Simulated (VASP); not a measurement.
# CsPbCl3 (Pm-3m) in VASP: further runs, part 2 of 2

VASP 6.6.1.

## 3. Single point, PBEsol

This run uses another cell than the first one, of 35.48 Å³/atom, 0.909 times its volume.

Input file INCAR:

```
ALGO = Normal
EDIFF = 1E-6
ENCUT = 520
GGA = PS
ISIF = 2
ISMEAR = 0
LASPH = True
LCHARG = False
LREAL = False
LWAVE = False
NBANDS = 30
NELM = 80
PREC = Accurate
SIGMA = 0.02
```

Input file KPOINTS:

```
k-points
0
Gamma
  6 6 6
```

Input file POSCAR:

```
CsPbCl3
1.0
    5.6186534459      0.0000000000      0.0000000000
    0.0000000000      5.6186534459      0.0000000000
    0.0000000000      0.0000000000      5.6186534459
Cs Pb Cl
1 1 3
Direct
    0.0000000000      0.0000000000      0.0000000000
    0.5000000000      0.5000000000      0.5000000000
    0.5000000000      0.5000000000      0.0000000000
    0.0000000000      0.5000000000      0.5000000000
    0.5000000000      0.0000000000      0.5000000000
```

Potentials or basis: VASP PAW PBE potentials, release 64 (Cs_sv, Pb_d, Cl).

Command:

```console
$ cat potpaw_PBE.64/Cs_sv/POTCAR potpaw_PBE.64/Pb_d/POTCAR potpaw_PBE.64/Cl/POTCAR > POTCAR
$ mpirun -np 1 vasp_std > vasp.out
```

OUTCAR:

```text
EDIFF = 1E-6
   ENCUT = 520
   GGA = PS
   ISIF = 2
   ISMEAR = 0
   LASPH = True
   LREAL = False
   NELM = 80
   PREC = Accurate

 ion  position               nearest neighbor table
   1  0.000  0.000  0.000-
   2  0.500  0.500  0.500-   3 2.81   4 2.81   5 2.81   3 2.81   5 2.81   4 2.81
   3  0.500  0.500  0.000-   2 2.81   2 2.81
   4  0.000  0.500  0.500-   2 2.81   2 2.81
   5  0.500  0.000  0.500-   2 2.81   2 2.81

  LATTYP: Found a simple cubic cell.
 ALAT       =     5.6186534459

  Lattice vectors:

 A1 = (   5.6186534459,   0.0000000000,   0.0000000000)
 A2 = (   0.0000000000,   5.6186534459,   0.0000000000)
 A3 = (   0.0000000000,   0.0000000000,   5.6186534459)

Analysis of symmetry for initial positions (statically):
=====================================================================
 Subroutine PRICEL returns:
 Original cell was already a primitive cell.

 Routine SETGRP: Setting up the symmetry group for a
 simple cubic supercell.

 Subroutine GETGRP returns: Found 48 space group operations
 (whereof 48 operations were pure point group operations)
 out of a pool of 48 trial point group operations.

The static configuration has the point symmetry O_h .

Analysis of symmetry for dynamics (positions and initial velocities):
=====================================================================
 Subroutine PRICEL returns:
 Original cell was already a primitive cell.

 Routine SETGRP: Setting up the symmetry group for a
 simple cubic supercell.

 Subroutine GETGRP returns: Found 48 space group operations
 (whereof 48 operations were pure point group operations)
 out of a pool of 48 trial point group operations.

The dynamic configuration has the point symmetry O_h .

 Subroutine INISYM returns: Found 48 space group operations
 (whereof 48 operations are pure point group operations),
 and found     1 'primitive' translations

----------------------------------------------------------------------------------------

                                     Primitive cell

  volume of cell :     177.3768

  direct lattice vectors                    reciprocal lattice vectors
     5.618653446  0.000000000  0.000000000     0.177978587  0.000000000  0.000000000
     0.000000000  5.618653446  0.000000000     0.000000000  0.177978587  0.000000000
     0.000000000  0.000000000  5.618653446     0.000000000  0.000000000  0.177978587

  length of vectors
     5.618653446  5.618653446  5.618653446     0.177978587  0.177978587  0.177978587

  position of ions in fractional coordinates (direct lattice)
     0.000000000  0.000000000  0.000000000
     0.500000000  0.500000000  0.500000000
     0.500000000  0.500000000  0.000000000
     0.000000000  0.500000000  0.500000000
     0.500000000  0.000000000  0.500000000

  ion indices of the primitive-cell ions
   primitive index   ion index
                 1           1
                 2           2
                 3           3
                 4           4
                 5           5

----------------------------------------------------------------------------------------

 KPOINTS: k-points

Automatic generation of k-mesh.
 Grid dimensions read from file:
 generate k-points for:    6    6    6

 Generating k-lattice:

  Cartesian coordinates                     Fractional coordinates (reciprocal lattice)
     0.029663098  0.000000000  0.000000000     0.166666667  0.000000000  0.000000000
     0.000000000  0.029663098  0.000000000     0.000000000  0.166666667  0.000000000
     0.000000000  0.000000000  0.029663098     0.000000000  0.000000000  0.166666667

  Length of vectors
     0.029663098  0.029663098  0.029663098

  Shift w.r.t. Gamma in fractional coordinates (k-lattice)
     0.000000000  0.000000000  0.000000000

 Subroutine IBZKPT returns following result:
 ===========================================

 Found     20 irreducible k-points:

 Following reciprocal coordinates:
            Coordinates               Weight
  0.000000  0.000000  0.000000      1.000000
  0.166667  0.000000  0.000000      6.000000
  0.333333  0.000000  0.000000      6.000000
  0.500000  0.000000  0.000000      3.000000
  0.166667  0.166667  0.000000     12.000000
  0.333333  0.166667  0.000000     24.000000
[... 12 lines left out ...]
  0.500000  0.500000  0.333333      6.000000
  0.500000  0.500000  0.500000      1.000000
   k-points           NKPTS =     20   k-points in BZ     NKDIM =     20   number of bands    NBANDS=     30
   number of dos      NEDOS =    301   number of ions     NIONS =      5
   total plane-waves  NPLWV =  74088
   dimension x,y,z NGX =    42 NGY =   42 NGZ =   42
   dimension x,y,z NGXF=    84 NGYF=   84 NGZF=   84
   ions per type =               1   1   3
   NGX,Y,Z   is equivalent  to a cutoff of  12.43, 12.43, 12.43 a.u.
   NGXF,Y,Z  is equivalent  to a cutoff of  24.85, 24.85, 24.85 a.u.
 SYSTEM =  unknown system
   PREC   = accura    normal or accurate (medium, high low for compatibility)
   ISTART =      0    job   : 0-new  1-cont  2-samecut
   ICHARG =      2    charge: 1-file 2-atom 10-const
   ISPIN  =      1    spin polarized calculation?
   LNONCOLLINEAR =      F non collinear calculations
   LSORBIT =      F    spin-orbit coupling
   LASPH  =      T    aspherical Exc in radial PAW
   ENCUT  =  520.0 eV  38.22 Ry    6.18 a.u.  10.45 10.45 10.45*2*pi/ulx,y,z
   NELM   =     80;   NELMIN=  2; NELMDL= -5     # of ELM steps
   EDIFF  = 0.1E-05   stopping-criterion for ELM
   LREAL  =      F    real-space projection
   EDIFFG = 0.1E-04   stopping-criterion for IOM
   NSW    =      0    number of steps for IOM
   IBRION =     -1    ionic relax: 0-MD 1-quasi-New 2-CG
   NFREE  =      0    steps in history (QN), initial steepest desc. (CG)
   ISIF   =      2    stress and relaxation
   ISYM   =      2    0-nonsym 1-usesym 2-fastsym
   POTIM  = 0.5000    time-step for ionic-motion
   TEBEG  =    0.0;   TEEND  =   0.0 temperature during run
   PSTRESS=    0.0 pullay stress
   NELECT =      44.0000    total number of electrons
   NUPDOWN=      -1.0000    fix difference up-down
   EMIN   =  10.00;   EMAX   =-10.00  energy-range for DOS
   EFERMI =   0.00;   METHOD = LEGACY
   ISMEAR =     0;   SIGMA  =   0.02  broadening in eV -4-tet -1-fermi 0-gaus
   EFERMI_NEDOS =   21; number of points for ismear=-14 and -15
   IALGO  =     38    algorithm
   IMIX   =      4    mixing-type and parameters
     AMIX     =   0.40;   BMIX     =  1.00
     AMIX_MAG =   1.60;   BMIX_MAG =  1.00
  volume/ion in A,a.u.               =      35.48       239.40
  Fermi-wavevector in a.u.,A,eV,Ry     =   1.028632  1.943833 14.396111  1.058084
  Thomas-Fermi vector in A             =   2.162639
   LORBIT       =      0    0 simple, 1 ext, 2 COOP (PROOUT), +10 PAW based schemes
   GGA     = PS    functional components
   LHFCALC =     F    Hartree Fock is set to
   AEXX    =    0.0000 exact exchange contribution
   IVDW    =     0    specifies the selected vdW correction
   LEPSILON=     F    determine dielectric tensor
   LRPA    =     F    only Hartree local field effects (RPA)
 non-spin polarized calculation
 Gauss-broadening in eV      SIGMA  =   0.02
  energy-cutoff  :      520.00
  volume of cell :      177.38
 maximum number of plane-waves:      4801
 NGX is ok and might be reduce to    42
   NGX = 21   NGY = 21   NGZ = 21

 number of electron      44.0000009 magnetization

 Free energy of the ion-electron system (eV)
  ---------------------------------------------------
  ext. energy  EPLUGINS =         0.00000000
  ---------------------------------------------------
  free energy    TOTEN  =       -18.38205933 eV

  energy without entropy =      -18.38205933  energy(sigma->0) =      -18.38205933

 E-fermi :   1.7051     XC(G=0):  -7.9766

 val. band max:        1.6196432928   @ k =   0.5000   0.5000   0.5000
 cond. band min:       3.4589427442   @ k =   0.5000   0.5000   0.5000
 fundamental gap:      1.8392994514
 Fermi energy:         1.7050949478

 k-point     1 :       0.0000    0.0000    0.0000
  band No.  band energies     occupation
      1     -19.6879      2.00000
      2     -15.1156      2.00000
      3     -15.1156      2.00000
      4     -14.8711      2.00000
      5     -14.8711      2.00000
      6     -14.8711      2.00000
[... 649 lines left out ...]
     29       7.1639      0.00000
     30       8.4148      0.00000

------------------------ aborting loop because EDIFF is reached ----------------------------------------

  FORCE on cell =-STRESS in cart. coord.  units (eV):
  Direction    XX          YY          ZZ          XY          YZ          ZX
  --------------------------------------------------------------------------------------
  -------------------------------------------------------------------------------------
  Total       -0.0370228     -0.0370228     -0.0370228      0.0000000     -0.0000000     -0.0000000
  in kB       -0.3344131     -0.3344131     -0.3344131      0.0000000     -0.0000000     -0.0000000
  external PRESSURE =      -0.3344131 kB  Pullay stress =       0.0000000 kB

 VOLUME and BASIS-vectors are now :
 -----------------------------------------------------------------------------
  energy-cutoff  :      520.00
  volume of cell :      177.38
      direct lattice vectors                 reciprocal lattice vectors
     5.618653446  0.000000000  0.000000000     0.177978587  0.000000000  0.000000000
     0.000000000  5.618653446  0.000000000     0.000000000  0.177978587  0.000000000
     0.000000000  0.000000000  5.618653446     0.000000000  0.000000000  0.177978587

 POSITION                                       TOTAL-FORCE (eV/Angst)
 -----------------------------------------------------------------------------------
      0.00000      0.00000      0.00000         0.000000      0.000000      0.000000
      2.80933      2.80933      2.80933         0.000000      0.000000      0.000000
      2.80933      2.80933      0.00000         0.000000      0.000000      0.000000
      0.00000      2.80933      2.80933         0.000000      0.000000      0.000000
      2.80933      0.00000      2.80933         0.000000      0.000000      0.000000
 -----------------------------------------------------------------------------------
    total drift:                                0.000000     -0.000000     -0.000000

  FREE ENERGIE OF THE ION-ELECTRON SYSTEM (eV)
  ---------------------------------------------------
  free  energy   TOTEN  =       -18.3820593325 eV

  energy  without entropy=      -18.3820593325  energy(sigma->0) =      -18.38205933
```

Wall time 2.1 min (1 thread of Oxide Virtual Turin-like, shared host); peak memory 0.28 GiB.

Results:

```
Free energy            : -18.3821 eV
Pressure               : 0.0 GPa
Band gap on the k mesh : 1.84 eV, direct
```

Caveat: the PAW data sets were made with another functional, which shifts forces and pressure a little; spin-orbit coupling is left out, which moves the levels of the heavy elements. A k mesh can miss the band edges.
